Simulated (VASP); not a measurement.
# Al (P6_3/mmc) in VASP: notebook, part 2 of 2

VASP 6.6.1. Earlier steps stand in the parts before.

### 5 Single point, r2SCAN

This run uses another cell than the first one, of 16.01 Å³/atom.

POSCAR reads:

```
Al
1.0
    2.8080863938      0.0000000000      0.0000000000
   -1.4040431969      2.4318741530      0.0000000000
    0.0000000000      0.0000000000      4.6890806101
Al
2
Direct
    0.6666666667      0.3333333333      0.7500000000
    0.3333333333      0.6666666667      0.2500000000
```

INCAR.step1 reads:

```
ALGO = Normal ; EDIFF = 1E-4
ENCUT = 520 ; GGA = PE
ISMEAR = 0 ; LASPH = T
LCHARG = F ; LREAL = F
LWAVE = T ; NBANDS = 10
NELM = 60 ; PREC = Accurate
SIGMA = 0.1
```

INCAR.step2 reads:

```
ALGO = Normal ; EDIFF = 1E-6
ENCUT = 520 ; ISIF = 2
ISMEAR = 0 ; ISTART = 1
LASPH = T ; LCHARG = F
LMIXTAU = T ; LREAL = F
LWAVE = F ; METAGGA = R2SCAN
NBANDS = 10 ; NELM = 60
PREC = Accurate ; SIGMA = 0.1
```

KPOINTS reads:

```
k-points
0
Gamma
  18 18 10
```

Command:

```
$ cat potpaw_PBE.64/Al/POTCAR > POTCAR
$ cp INCAR.step1 INCAR
$ mpirun -np 1 vasp_std > vasp.out
$ cp INCAR.step2 INCAR
$ mpirun -np 1 vasp_std > vasp.out
```

It took 4.8 min on 1 thread of AMD EPYC 9R45 (Zen 5), shared host; peak memory 0.15 GiB.

The run converged. Its results:

| Item | Value |
| --- | --- |
| Free energy | -13.3969 eV |
| Pressure | -0.3 GPa |
| Band gap on the k mesh | zero (bands 3 and 4 overlap by 7.57 eV) |

Levels at points of the mesh, in eV from the Fermi level:
| k point | band 1 | band 2 | band 3 | band 4 | band 5 | band 6 | band 7 | band 8 |
| --- | --- | --- | --- | --- | --- | --- | --- | --- |
| (0.00, 0.00, 0.00) | -12.07 | -5.26 | -4.87 | 11.98 | 11.98 | 12.12 | 12.12 | 12.61 |
| (0.50, 0.00, 0.00) | -5.60 | -5.58 | 0.60 | 1.13 | 1.37 | 1.90 | 6.44 | 8.39 |
| (0.00, 0.00, 0.50) | -10.29 | -10.29 | 3.28 | 3.28 | 13.01 | 13.01 | 13.01 | 13.01 |
| (0.50, 0.00, 0.50) | -4.31 | -4.31 | -3.34 | -3.34 | 7.96 | 7.96 | 7.99 | 7.99 |

Caveat: the PAW data sets were made with another functional, which shifts forces and pressure a little.

### 6 Single point, r2SCAN

This run uses another cell than the first one, of 16.01 Å³/atom.

POSCAR is that of step 5.

INCAR.step1 reads:

```
PREC = Accurate ; ENCUT = 520
ISMEAR = 0 ; SIGMA = 0.15
LREAL = False ; LASPH = True
NELM = 60 ; NBANDS = 10
GGA = PE ; ALGO = Normal
EDIFF = 1E-4 ; LWAVE = True
LCHARG = False
```

INCAR.step2 reads:

```
PREC = Accurate ; ENCUT = 520
EDIFF = 1E-7 ; ISMEAR = 0
SIGMA = 0.15 ; LREAL = False
LASPH = True ; NELM = 60
ALGO = Normal ; ISIF = 2
LWAVE = False ; LCHARG = False
METAGGA = R2SCAN ; LMIXTAU = True
NBANDS = 10 ; ISTART = 1
```

KPOINTS reads:

```
regular mesh
0
Gamma
  24 24 14
```

Potentials or basis: VASP PAW PBE potentials, release 64 (Al).

Command:

```
$ cat potpaw_PBE.64/Al/POTCAR > POTCAR
$ cp INCAR.step1 INCAR
$ mpirun -np 1 vasp_std > vasp.out
$ cp INCAR.step2 INCAR
$ mpirun -np 1 vasp_std > vasp.out
```

OUTCAR:

```text
PREC = Accurate
   ENCUT = 520
   EDIFF = 1E-7
   ISMEAR = 0
   LREAL = False
   LASPH = True
   NELM = 60
   ISIF = 2
   METAGGA = R2SCAN
   ISTART = 1

 ion  position               nearest neighbor table
   1  0.667  0.333  0.750-   2 2.85   2 2.85   2 2.85   2 2.85   2 2.85   2 2.85
   2  0.333  0.667  0.250-   1 2.85   1 2.85   1 2.85   1 2.85   1 2.85   1 2.85

  LATTYP: Found a hexagonal cell.
 ALAT       =     2.8080863938
 C/A-ratio  =     1.6698491259

  Lattice vectors:

 A1 = (   2.8080863938,   0.0000000000,   0.0000000000)
 A2 = (  -1.4040431969,   2.4318741530,   0.0000000000)
 A3 = (   0.0000000000,   0.0000000000,   4.6890806101)

Analysis of symmetry for initial positions (statically):
=====================================================================
 Subroutine PRICEL returns:
 Original cell was already a primitive cell.

 Routine SETGRP: Setting up the symmetry group for a
 hexagonal supercell.

 Subroutine GETGRP returns: Found 24 space group operations
 (whereof 12 operations were pure point group operations)
 out of a pool of 24 trial point group operations.

The static configuration has the point symmetry D_3d.
 The point group associated with its full space group is D_6h.

Analysis of symmetry for dynamics (positions and initial velocities):
=====================================================================
 Subroutine PRICEL returns:
 Original cell was already a primitive cell.

 Routine SETGRP: Setting up the symmetry group for a
 hexagonal supercell.

 Subroutine GETGRP returns: Found 24 space group operations
 (whereof 12 operations were pure point group operations)
 out of a pool of 24 trial point group operations.

The dynamic configuration has the point symmetry D_3d.
 The point group associated with its full space group is D_6h.

 Subroutine INISYM returns: Found 24 space group operations
 (whereof 12 operations are pure point group operations),
 and found     1 'primitive' translations

----------------------------------------------------------------------------------------

                                     Primitive cell

  volume of cell :      32.0213

  direct lattice vectors                    reciprocal lattice vectors
     2.808086394  0.000000000  0.000000000     0.356114400  0.205602744  0.000000000
    -1.404043197  2.431874153  0.000000000     0.000000000  0.411205489  0.000000000
     0.000000000  0.000000000  4.689080610     0.000000000  0.000000000  0.213261422

  length of vectors
     2.808086394  2.808086394  4.689080610     0.411205489  0.411205489  0.213261422

  position of ions in fractional coordinates (direct lattice)
     0.666666667  0.333333333  0.750000000
     0.333333333  0.666666667  0.250000000

  ion indices of the primitive-cell ions
   primitive index   ion index
                 1           1
                 2           2

----------------------------------------------------------------------------------------

 KPOINTS: regular mesh

Automatic generation of k-mesh.
 Grid dimensions read from file:
 generate k-points for:   24   24   14

 Generating k-lattice:

[... 21 lines left out ...]
  0.125000  0.000000  0.000000      6.000000
  0.166667  0.000000  0.000000      6.000000
  0.208333  0.000000  0.000000      6.000000
[... 16 lines left out ...]
  0.416667  0.041667  0.000000     12.000000
  0.458333  0.041667  0.000000     12.000000
 [... further k-points ...]
   k-points           NKPTS =    488   k-points in BZ     NKDIM =    488   number of bands    NBANDS=     10
   number of dos      NEDOS =    301   number of ions     NIONS =      2
   total plane-waves  NPLWV =  20736
   dimension x,y,z NGX =    24 NGY =   24 NGZ =   36
   dimension x,y,z NGXF=    48 NGYF=   48 NGZF=   72
   ions per type =               2
   NGX,Y,Z   is equivalent  to a cutoff of  14.21, 14.21, 12.76 a.u.
   NGXF,Y,Z  is equivalent  to a cutoff of  28.42, 28.42, 25.53 a.u.
 SYSTEM =  unknown system
   PREC   = accura    normal or accurate (medium, high low for compatibility)
   ISTART =      1    job   : 0-new  1-cont  2-samecut
   ICHARG =      0    charge: 1-file 2-atom 10-const
   ISPIN  =      1    spin polarized calculation?
   LNONCOLLINEAR =      F non collinear calculations
   LSORBIT =      F    spin-orbit coupling
   LASPH  =      T    aspherical Exc in radial PAW
   ENCUT  =  520.0 eV  38.22 Ry    6.18 a.u.   5.22  5.22  8.72*2*pi/ulx,y,z
   NELM   =     60;   NELMIN=  2; NELMDL=  0     # of ELM steps
   EDIFF  = 0.1E-06   stopping-criterion for ELM
   LREAL  =      F    real-space projection
   EDIFFG = 0.1E-05   stopping-criterion for IOM
   NSW    =      0    number of steps for IOM
   IBRION =     -1    ionic relax: 0-MD 1-quasi-New 2-CG
   NFREE  =      0    steps in history (QN), initial steepest desc. (CG)
   ISIF   =      2    stress and relaxation
   ISYM   =      2    0-nonsym 1-usesym 2-fastsym
   POTIM  = 0.5000    time-step for ionic-motion
   TEBEG  =    0.0;   TEEND  =   0.0 temperature during run
   PSTRESS=    0.0 pullay stress
   NELECT =       6.0000    total number of electrons
   NUPDOWN=      -1.0000    fix difference up-down
   EMIN   =  10.00;   EMAX   =-10.00  energy-range for DOS
   EFERMI =   0.00;   METHOD = LEGACY
   ISMEAR =     0;   SIGMA  =   0.15  broadening in eV -4-tet -1-fermi 0-gaus
   EFERMI_NEDOS =   21; number of points for ismear=-14 and -15
   IALGO  =     38    algorithm
   IMIX   =      4    mixing-type and parameters
     AMIX     =   0.40;   BMIX     =  1.00
     AMIX_MAG =   1.60;   BMIX_MAG =  1.00
  volume/ion in A,a.u.               =      16.01       108.05
  Fermi-wavevector in a.u.,A,eV,Ry     =   0.936797  1.770290 11.940318  0.877589
  Thomas-Fermi vector in A             =   2.063843
   LORBIT       =      0    0 simple, 1 ext, 2 COOP (PROOUT), +10 PAW based schemes
   METAGGA = R2SCAN    functional components
   LHFCALC =     F    Hartree Fock is set to
   AEXX    =    0.0000 exact exchange contribution
   IVDW    =     0    specifies the selected vdW correction
   LEPSILON=     F    determine dielectric tensor
   LRPA    =     F    only Hartree local field effects (RPA)
 non-spin polarized calculation
 Gauss-broadening in eV      SIGMA  =   0.15
  energy-cutoff  :      520.00
  volume of cell :       32.02
 maximum number of plane-waves:       881
 NGX is ok and might be reduce to    24
   NGX = 11   NGY = 11   NGZ = 17

 number of electron       6.0000000 magnetization

 Free energy of the ion-electron system (eV)
  ---------------------------------------------------
  ext. energy  EPLUGINS =         0.00000000
  ---------------------------------------------------
  free energy    TOTEN  =       -13.40347238 eV

  energy without entropy =      -13.39534116  energy(sigma->0) =      -13.39940677

 E-fermi :   8.3358     XC(G=0): -11.0262

 val. band max:        8.3327181245   @ k =   0.2917   0.0833   0.0714
 cond. band min:       8.3383621211   @ k =   0.2500   0.2083   0.2857
 fundamental gap:      0.0056439966
 Fermi energy:         8.3358299401

 k-point     1 :       0.0000    0.0000    0.0000
  band No.  band energies     occupation
      1      -3.7281      2.00000
      2       3.0760      2.00000
      3       3.4680      2.00000
      4      20.3185      0.00000
      5      20.3185      0.00000
      6      20.4553      0.00000
      7      20.4553      0.00000
      8      20.9529      0.00000
      9      23.3971      0.00000
     10      23.9722      0.00000
[... 287 lines left out ...]
 k-point    24 :       0.4583    0.0417    0.0000
  band No.  band energies     occupation
      1       2.2712      2.00000
      2       3.3147      2.00000
      3       8.7150      0.00035
      4       9.2685      0.00000
      5      10.0106      0.00000
      6      10.4607      0.00000
      7      14.1103      0.00000
      8      17.5265      0.00000
      9      20.0779      0.00000
     10      20.3229      0.00000

 [... further k-points ...]

------------------------ aborting loop because EDIFF is reached ----------------------------------------

  FORCE on cell =-STRESS in cart. coord.  units (eV):
  Direction    XX          YY          ZZ          XY          YZ          ZX
  --------------------------------------------------------------------------------------
  -------------------------------------------------------------------------------------
  Total        0.0062421      0.0062421     -0.1588929      0.0000000      0.0000000      0.0000000
  in kB        0.3123228      0.3123228     -7.9501570      0.0000000      0.0000000      0.0000000
  external PRESSURE =      -2.4418372 kB  Pullay stress =       0.0000000 kB

 VOLUME and BASIS-vectors are now :
 -----------------------------------------------------------------------------
  energy-cutoff  :      520.00
  volume of cell :       32.02
      direct lattice vectors                 reciprocal lattice vectors
     2.808086394  0.000000000  0.000000000     0.356114400  0.205602744  0.000000000
    -1.404043197  2.431874153  0.000000000     0.000000000  0.411205489  0.000000000
     0.000000000  0.000000000  4.689080610     0.000000000  0.000000000  0.213261422

 POSITION                                       TOTAL-FORCE (eV/Angst)
 -----------------------------------------------------------------------------------
      1.40404      0.81062      3.51681        -0.000000      0.000000      0.000000
     -0.00000      1.62125      1.17227         0.000000      0.000000      0.000000
 -----------------------------------------------------------------------------------
    total drift:                               -0.000000      0.000000     -0.000000

  FREE ENERGIE OF THE ION-ELECTRON SYSTEM (eV)
  ---------------------------------------------------
  free  energy   TOTEN  =       -13.4034723759 eV

  energy  without entropy=      -13.3953411610  energy(sigma->0) =      -13.39940677
```

OUTCAR.step1:

```text
PREC = Accurate
   ENCUT = 520
   ISMEAR = 0
   LREAL = False
   LASPH = True
[... 537 lines left out ...]
      1.40404      0.81062      3.51681        -0.000000      0.000000      0.000000
     -0.00000      1.62125      1.17227         0.000000     -0.000000      0.000000
 -----------------------------------------------------------------------------------
    total drift:                               -0.000000      0.000000     -0.000000

  FREE ENERGIE OF THE ION-ELECTRON SYSTEM (eV)
  ---------------------------------------------------
  free  energy   TOTEN  =        -7.4204989557 eV

  energy  without entropy=       -7.4121123425  energy(sigma->0) =       -7.41630565
```

Run time: 10 min. Hardware: 1 thread of AMD EPYC 9R45 (Zen 5), shared host; peak memory 0.21 GiB.

What came out:

| Item | Value |
| --- | --- |
| Free energy | -13.4035 eV |
| Pressure | -0.2 GPa |
| Band gap on the k mesh | zero (bands 3 and 4 overlap by 7.58 eV) |

Levels at points of the mesh, in eV from the Fermi level:
```
           k point  band 1  band 2  band 3  band 4  band 5  band 6
(0.00, 0.00, 0.00)  -12.06   -5.26   -4.87   11.98   11.98   12.12
(0.50, 0.00, 0.00)   -5.59   -5.58    0.60    1.13    1.37    1.90
(0.00, 0.00, 0.50)  -10.29  -10.29    3.28    3.28   13.01   13.01
(0.50, 0.00, 0.50)   -4.31   -4.31   -3.33   -3.33    7.96    7.96
```

Caveat: the PAW data sets were made with another functional, which shifts forces and pressure a little.

### 7 Summary

```tsv
task	cell	k mesh	cutoff (eV)	smearing	gap on the mesh (eV)	pressure (GPa)
single point	a = 2.835, b = 2.835, c = 4.740 Å, angles 90.0, 90.0, 120.0°, 2 atoms	18 × 18 × 10	520	gaussian 0.1 eV	none	-2.8
single point	a = 2.860, b = 2.860, c = 4.790 Å, angles 90.0, 90.0, 120.0°, 2 atoms	18 × 18 × 10	520	gaussian 0.1 eV	none	-4.8
relaxation of shape and atoms at fixed volume	relaxed from a = 2.752, b = 2.752, c = 4.589 Å, angles 90.0, 90.0, 120.0°, 2 atoms	18 × 18 × 10	600	gaussian 0.1 eV	none	5.9
single point	a = 2.808, b = 2.808, c = 4.689 Å, angles 90.0, 90.0, 120.0°, 2 atoms	18 × 18 × 10	520	gaussian 0.1 eV	none	-0.3
single point	a = 2.808, b = 2.808, c = 4.689 Å, angles 90.0, 90.0, 120.0°, 2 atoms	24 × 24 × 14	520	gaussian 0.15 eV	none	-0.2
```

Alike in all rows: level r2SCAN; potentials or basis VASP PAW PBE potentials, release 64 (Al); no spin polarisation.

Caveats: the PAW data sets were made with another functional, which shifts forces and pressure a little; the cell stands under tension (at least some runs).

Absolute energies hang on the potentials; compare differences alone.
